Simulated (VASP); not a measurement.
# B5C (P-6m2) in VASP: single point with PBE

Aim: the single point of B5C with PBE.

All numbers are computed with VASP 6.6.1; they aren't measurements. Logs are shortened: lines on timing, memory, paths and dates and some standing lists are left out, and cuts for length are marked.

## 1. The cell of the first run

It takes space group P-6m2 (No. 187, hexagonal). The conventional cell has a = 2.510 Å, b = 2.510 Å, c = 12.561 Å, α = 90.00°, β = 90.00°, γ = 120.00°. B (site symmetry 3m) has 9 B at 2.51 Å and 3 C at 2.58 Å within 3.3 Å. Within 3.3 Å of B (site symmetry 3m) lie 12 B at 2.51 to 2.55 Å. Within 3.3 Å of B (site symmetry -6m2) lie 12 B at 2.51 to 2.55 Å. Within 3.3 Å of C (site symmetry -6m2) lie 6 C at 2.51 Å and 6 B at 2.58 Å.

## 2. Single point, PBE

File INCAR:

```
SYSTEM = B5C
ALGO = Normal
EDIFF = 1E-6
ENCUT = 520
GGA = PE
ISIF = 2
ISMEAR = 0
LASPH = .TRUE.
LCHARG = .FALSE.
LREAL = .FALSE.
LWAVE = .FALSE.
NBANDS = 18
NELM = 60
PREC = Accurate
SIGMA = 0.1
```

File KPOINTS:

```
k-points
0
G
  6 6 2
  0 0 0
```

File POSCAR:

```
B5C
1.0
    2.5102171300      0.0000000000      0.0000000000
   -1.2551085600      2.1739118000      0.0000000000
    0.0000000000      0.0000000000     12.5608404700
B C
5 1
Direct
    0.6666666700      0.3333333300      0.1697627500
    0.0000000000      0.0000000000      0.3333671700
    0.6666666700      0.3333333300      0.5000000000
    0.0000000000      0.0000000000      0.6666328300
    0.6666666700      0.3333333300      0.8302372500
    0.0000000000      0.0000000000      0.0000000000
```

Potentials or basis: VASP PAW PBE potentials, release 64 (B, C).

Launch:

```bash
$ cat potpaw_PBE.64/B/POTCAR potpaw_PBE.64/C/POTCAR > POTCAR
$ mpirun -np 1 vasp_std > vasp.out
```

OUTCAR:

```text
SYSTEM = B5C
   EDIFF = 1E-6
   ENCUT = 520
   GGA = PE
   ISIF = 2
   ISMEAR = 0
   LASPH = .TRUE.
   LREAL = .FALSE.
   NELM = 60
   PREC = Accurate

 ion  position               nearest neighbor table
   1  0.667  0.333  0.170-
   2  0.000  0.000  0.333-
   3  0.667  0.333  0.500-
   4  0.000  0.000  0.667-
   5  0.667  0.333  0.830-
   6  0.000  0.000  0.000-

  LATTYP: Found a hexagonal cell.
 ALAT       =     2.5102171300
 C/A-ratio  =     5.0038860463

  Lattice vectors:

 A1 = (   2.5102171300,   0.0000000000,   0.0000000000)
 A2 = (  -1.2551085600,   2.1739118000,   0.0000000000)
 A3 = (   0.0000000000,   0.0000000000,  12.5608404700)

Analysis of symmetry for initial positions (statically):
=====================================================================
 Subroutine PRICEL returns:
 Original cell was already a primitive cell.

 Routine SETGRP: Setting up the symmetry group for a
 hexagonal supercell.

 Subroutine GETGRP returns: Found 12 space group operations
 (whereof 12 operations were pure point group operations)
 out of a pool of 24 trial point group operations.

The static configuration has the point symmetry D_3h.

Analysis of symmetry for dynamics (positions and initial velocities):
=====================================================================
 Subroutine PRICEL returns:
 Original cell was already a primitive cell.

 Routine SETGRP: Setting up the symmetry group for a
 hexagonal supercell.

 Subroutine GETGRP returns: Found 12 space group operations
 (whereof 12 operations were pure point group operations)
 out of a pool of 24 trial point group operations.

The dynamic configuration has the point symmetry D_3h.

 Subroutine INISYM returns: Found 12 space group operations
 (whereof 12 operations are pure point group operations),
 and found     1 'primitive' translations

----------------------------------------------------------------------------------------

                                     Primitive cell

  volume of cell :      68.5444

  direct lattice vectors                    reciprocal lattice vectors
     2.510217130  0.000000000  0.000000000     0.398371913  0.230000131  0.000000000
    -1.255108560  2.173911800  0.000000000     0.000000000  0.460000263  0.000000000
     0.000000000  0.000000000 12.560840470     0.000000000  0.000000000  0.079612507

  length of vectors
     2.510217130  2.510217124 12.560840470     0.460000262  0.460000263  0.079612507

  position of ions in fractional coordinates (direct lattice)
     0.666666670  0.333333330  0.169762750
     0.000000000  0.000000000  0.333367170
     0.666666670  0.333333330  0.500000000
     0.000000000  0.000000000  0.666632830
     0.666666670  0.333333330  0.830237250
     0.000000000  0.000000000  0.000000000

  ion indices of the primitive-cell ions
   primitive index   ion index
                 1           1
                 2           2
                 3           3
                 4           4
                 5           5
                 6           6

----------------------------------------------------------------------------------------

 KPOINTS: k-points

Automatic generation of k-mesh.
 Grid dimensions read from file:
 generate k-points for:    6    6    2

 Generating k-lattice:

  Cartesian coordinates                     Fractional coordinates (reciprocal lattice)
     0.066395319  0.038333355  0.000000000     0.166666667  0.000000000  0.000000000
     0.000000000  0.076666711  0.000000000     0.000000000  0.166666667  0.000000000
     0.000000000  0.000000000  0.039806254     0.000000000  0.000000000  0.500000000

  Length of vectors
     0.076666710  0.076666711  0.039806254

  Shift w.r.t. Gamma in fractional coordinates (k-lattice)
     0.000000000  0.000000000  0.000000000

 Subroutine IBZKPT returns following result:
 ===========================================

 Found     14 irreducible k-points:

 Following reciprocal coordinates:
            Coordinates               Weight
  0.000000  0.000000  0.000000      1.000000
  0.166667 -0.000000  0.000000      6.000000
  0.333333 -0.000000  0.000000      6.000000
  0.500000 -0.000000  0.000000      3.000000
  0.166667  0.166667  0.000000      6.000000
  0.333333  0.166667  0.000000     12.000000
  0.333333  0.333333  0.000000      2.000000
  0.000000  0.000000  0.500000      1.000000
  0.166667 -0.000000  0.500000      6.000000
  0.333333 -0.000000  0.500000      6.000000
  0.500000 -0.000000  0.500000      3.000000
  0.166667  0.166667  0.500000      6.000000
  0.333333  0.166667  0.500000     12.000000
  0.333333  0.333333  0.500000      2.000000
   k-points           NKPTS =     14   k-points in BZ     NKDIM =     14   number of bands    NBANDS=     18
   number of dos      NEDOS =    301   number of ions     NIONS =      6
   total plane-waves  NPLWV =  38400
   dimension x,y,z NGX =    20 NGY =   20 NGZ =   96
   dimension x,y,z NGXF=    40 NGYF=   40 NGZF=  192
   ions per type =               5   1
   NGX,Y,Z   is equivalent  to a cutoff of  13.25, 13.25, 12.71 a.u.
   NGXF,Y,Z  is equivalent  to a cutoff of  26.49, 26.49, 25.41 a.u.
 SYSTEM =  B5C
   PREC   = accura    normal or accurate (medium, high low for compatibility)
   ISTART =      0    job   : 0-new  1-cont  2-samecut
   ICHARG =      2    charge: 1-file 2-atom 10-const
   ISPIN  =      1    spin polarized calculation?
   LNONCOLLINEAR =      F non collinear calculations
   LSORBIT =      F    spin-orbit coupling
   LASPH  =      T    aspherical Exc in radial PAW
   ENCUT  =  520.0 eV  38.22 Ry    6.18 a.u.   4.67  4.67 23.35*2*pi/ulx,y,z
   NELM   =     60;   NELMIN=  2; NELMDL= -5     # of ELM steps
   EDIFF  = 0.1E-05   stopping-criterion for ELM
   LREAL  =      F    real-space projection
   EDIFFG = 0.1E-04   stopping-criterion for IOM
   NSW    =      0    number of steps for IOM
   IBRION =     -1    ionic relax: 0-MD 1-quasi-New 2-CG
   NFREE  =      0    steps in history (QN), initial steepest desc. (CG)
   ISIF   =      2    stress and relaxation
   ISYM   =      2    0-nonsym 1-usesym 2-fastsym
   POTIM  = 0.5000    time-step for ionic-motion
   TEBEG  =    0.0;   TEEND  =   0.0 temperature during run
   PSTRESS=    0.0 pullay stress
   NELECT =      19.0000    total number of electrons
   NUPDOWN=      -1.0000    fix difference up-down
   EMIN   =  10.00;   EMAX   =-10.00  energy-range for DOS
   EFERMI =   0.00;   METHOD = LEGACY
   ISMEAR =     0;   SIGMA  =   0.10  broadening in eV -4-tet -1-fermi 0-gaus
   EFERMI_NEDOS =   21; number of points for ismear=-14 and -15
   IALGO  =     38    algorithm
   IMIX   =      4    mixing-type and parameters
     AMIX     =   0.40;   BMIX     =  1.00
     AMIX_MAG =   1.60;   BMIX_MAG =  1.00
  volume/ion in A,a.u.               =      11.42        77.09
  Fermi-wavevector in a.u.,A,eV,Ry     =   1.067420  2.017132 15.502284  1.139386
  Thomas-Fermi vector in A             =   2.203036
   LORBIT       =      0    0 simple, 1 ext, 2 COOP (PROOUT), +10 PAW based schemes
   GGA     = PE    functional components
   LHFCALC =     F    Hartree Fock is set to
   AEXX    =    0.0000 exact exchange contribution
   IVDW    =     0    specifies the selected vdW correction
   LEPSILON=     F    determine dielectric tensor
   LRPA    =     F    only Hartree local field effects (RPA)
 non-spin polarized calculation
 Gauss-broadening in eV      SIGMA  =   0.10
  energy-cutoff  :      520.00
  volume of cell :       68.54
 maximum number of plane-waves:      1882
 NGX is ok and might be reduce to    20
   NGX =  9   NGY =  9   NGZ = 47

 number of electron      19.0000000 magnetization

 Free energy of the ion-electron system (eV)
  ---------------------------------------------------
  ext. energy  EPLUGINS =         0.00000000
  ---------------------------------------------------
  free energy    TOTEN  =       -24.11411538 eV

  energy without entropy =      -24.10437682  energy(sigma->0) =      -24.10924610

 E-fermi :   3.2745     XC(G=0): -10.4454

 val. band max:        3.2607549366   @ k =   0.1667   0.1667   0.0000
 cond. band min:       3.3406463689   @ k =   0.5000  -0.0000   0.0000
 fundamental gap:      0.0798914323
 Fermi energy:         3.2745346472

 k-point     1 :       0.0000    0.0000    0.0000
  band No.  band energies     occupation
      1      -9.7809      2.00000
      2      -8.3873      2.00000
      3      -7.9999      2.00000
      4      -6.1287      2.00000
      5      -5.4317      2.00000
      6      -2.0951      2.00000
[... 10 lines left out ...]
     17      11.3412      0.00000
     18      11.7077      0.00000

 k-point     2 :       0.1667   -0.0000    0.0000
  band No.  band energies     occupation
      1      -9.0715      2.00000
      2      -7.6439      2.00000
      3      -7.2552      2.00000
      4      -5.4026      2.00000
      5      -4.7030      2.00000
      6      -1.4611      2.00000
[... 10 lines left out ...]
     17       9.9769      0.00000
     18      10.2581      0.00000

 k-point     3 :       0.3333   -0.0000    0.0000
  band No.  band energies     occupation
      1      -7.0237      2.00000
      2      -5.4339      2.00000
      3      -5.0401      2.00000
      4      -3.2674      2.00000
      5      -2.5588      2.00000
      6       0.3080      2.00000
[... 10 lines left out ...]
     17       8.4343      0.00000
     18       8.6434      0.00000

 k-point     4 :       0.5000   -0.0000    0.0000
  band No.  band energies     occupation
      1      -4.7686      2.00000
      2      -2.1643      2.00000
      3      -1.8861      2.00000
      4      -1.6263      2.00000
      5      -1.4548      2.00000
      6      -1.3262      2.00000
[... 10 lines left out ...]
     17       7.5899      0.00000
     18       7.8352      0.00000

 k-point     5 :       0.1667    0.1667    0.0000
  band No.  band energies     occupation
      1      -7.6876      2.00000
      2      -6.1662      2.00000
      3      -5.7742      2.00000
      4      -3.9685      2.00000
      5      -3.2627      2.00000
      6      -0.2232      2.00000
[... 10 lines left out ...]
     17       7.6813      0.00000
     18       8.3226      0.00000

 k-point     6 :       0.3333    0.1667    0.0000
  band No.  band energies     occupation
      1      -5.2182      2.00000
      2      -3.2671      2.00000
      3      -2.8634      2.00000
      4      -1.2927      2.00000
      5      -0.5236      2.00000
      6      -0.1592      2.00000
[... 10 lines left out ...]
     17       6.3026      0.00000
     18       6.5293      0.00000

 k-point     7 :       0.3333    0.3333    0.0000
  band No.  band energies     occupation
      1      -3.7777      2.00000
      2      -0.3238      2.00000
      3       0.0916      2.00000
      4       0.2776      2.00000
      5       0.3246      2.00000
      6       0.3517      2.00000
[... 10 lines left out ...]
     17       5.1510      0.00000
     18       5.4302      0.00000

 k-point     8 :       0.0000    0.0000    0.5000
  band No.  band energies     occupation
      1      -9.7740      2.00000
      2      -8.5543      2.00000
      3      -7.5728      2.00000
      4      -6.8505      2.00000
      5      -4.3116      2.00000
      6      -3.6749      2.00000
[... 10 lines left out ...]
     17      11.3575      0.00000
     18      11.3892      0.00000

 k-point     9 :       0.1667   -0.0000    0.5000
  band No.  band energies     occupation
      1      -9.0654      2.00000
      2      -7.8059      2.00000
      3      -6.8379      2.00000
      4      -6.1111      2.00000
      5      -3.6043      2.00000
      6      -2.9610      2.00000
[... 10 lines left out ...]
     17      10.1327      0.00000
     18      10.3235      0.00000

 k-point    10 :       0.3333   -0.0000    0.5000
  band No.  band energies     occupation
      1      -7.0201      2.00000
      2      -5.5765      2.00000
      3      -4.6630      2.00000
      4      -3.9203      2.00000
      5      -1.5548      2.00000
      6      -0.8866      2.00000
[... 10 lines left out ...]
     17       8.2741      0.00000
     18       8.3869      0.00000

 k-point    11 :       0.5000   -0.0000    0.5000
  band No.  band energies     occupation
      1      -4.7684      2.00000
      2      -2.0737      2.00000
      3      -2.0313      2.00000
      4      -1.8049      2.00000
      5      -1.2608      2.00000
      6      -0.8467      2.00000
[... 10 lines left out ...]
     17       7.7355      0.00000
     18       7.7794      0.00000

 k-point    12 :       0.1667    0.1667    0.5000
  band No.  band energies     occupation
      1      -7.6831      2.00000
      2      -6.3163      2.00000
      3      -5.3811      2.00000
      4      -4.6440      2.00000
      5      -2.2180      2.00000
      6      -1.5598      2.00000
[... 10 lines left out ...]
     17       7.8916      0.00000
     18       8.4703      0.00000

 k-point    13 :       0.3333    0.1667    0.5000
  band No.  band energies     occupation
      1      -5.2169      2.00000
      2      -3.3778      2.00000
      3      -2.5628      2.00000
      4      -1.7870      2.00000
      5      -0.3758      2.00000
      6       0.5569      2.00000
[... 10 lines left out ...]
     17       5.7009      0.00000
     18       6.2187      0.00000

 k-point    14 :       0.3333    0.3333    0.5000
  band No.  band energies     occupation
      1      -3.7776      2.00000
      2      -0.2404      2.00000
      3      -0.0374      2.00000
      4      -0.0363      2.00000
      5       0.3980      2.00000
      6       0.7397      2.00000
[... 10 lines left out ...]
     17       4.3525      0.00000
     18       4.8616      0.00000

------------------------ aborting loop because EDIFF is reached ----------------------------------------

  FORCE on cell =-STRESS in cart. coord.  units (eV):
  Direction    XX          YY          ZZ          XY          YZ          ZX
  --------------------------------------------------------------------------------------
  -------------------------------------------------------------------------------------
  Total      -16.7128391    -16.7128390    -13.3722149     -0.0000000     -0.0000000     -0.0000000
  in kB     -390.6509678   -390.6509665   -312.5662066     -0.0000009     -0.0000000     -0.0000000
  external PRESSURE =    -364.6227137 kB  Pullay stress =       0.0000000 kB

 VOLUME and BASIS-vectors are now :
 -----------------------------------------------------------------------------
  energy-cutoff  :      520.00
  volume of cell :       68.54
      direct lattice vectors                 reciprocal lattice vectors
     2.510217130  0.000000000  0.000000000     0.398371913  0.230000131  0.000000000
    -1.255108560  2.173911800  0.000000000     0.000000000  0.460000263  0.000000000
     0.000000000  0.000000000 12.560840470     0.000000000  0.000000000  0.079612507

 POSITION                                       TOTAL-FORCE (eV/Angst)
 -----------------------------------------------------------------------------------
      1.25511      0.72464      2.13236        -0.000000     -0.000000      0.585132
      0.00000      0.00000      4.18737         0.000000     -0.000000     -0.089045
      1.25511      0.72464      6.28042         0.000000     -0.000000      0.000000
      0.00000      0.00000      8.37347         0.000000     -0.000000      0.089045
      1.25511      0.72464     10.42848        -0.000000      0.000000     -0.585132
      0.00000      0.00000      0.00000         0.000000     -0.000000      0.000000
 -----------------------------------------------------------------------------------
    total drift:                               -0.000002      0.000001      0.000000

  FREE ENERGIE OF THE ION-ELECTRON SYSTEM (eV)
  ---------------------------------------------------
  free  energy   TOTEN  =       -24.1141153803 eV

  energy  without entropy=      -24.1043768172  energy(sigma->0) =      -24.10924610
```

Run time: 31 s. Hardware: 1 thread of AMD EPYC 7R13, shared host; peak memory 0.15 GiB.

Results:

```yaml
Free_energy: -24.1141 eV
Pressure: -36.5 GPa
Largest_force: 0.585 eV/Å
```

Forces in eV/Å, atoms in the order of the input:
```
B    0.000  0.000  0.585
B    0.000  0.000 -0.089
B    0.000  0.000  0.000
B    0.000  0.000  0.089
B    0.000  0.000 -0.585
C    0.000  0.000  0.000
```

Stress tensor (GPa, compression positive):
```
-39.07   0.00   0.00
  0.00 -39.07   0.00
  0.00   0.00 -31.26
```

Caveat: the k points lie up to 0.48 Å⁻¹ apart.
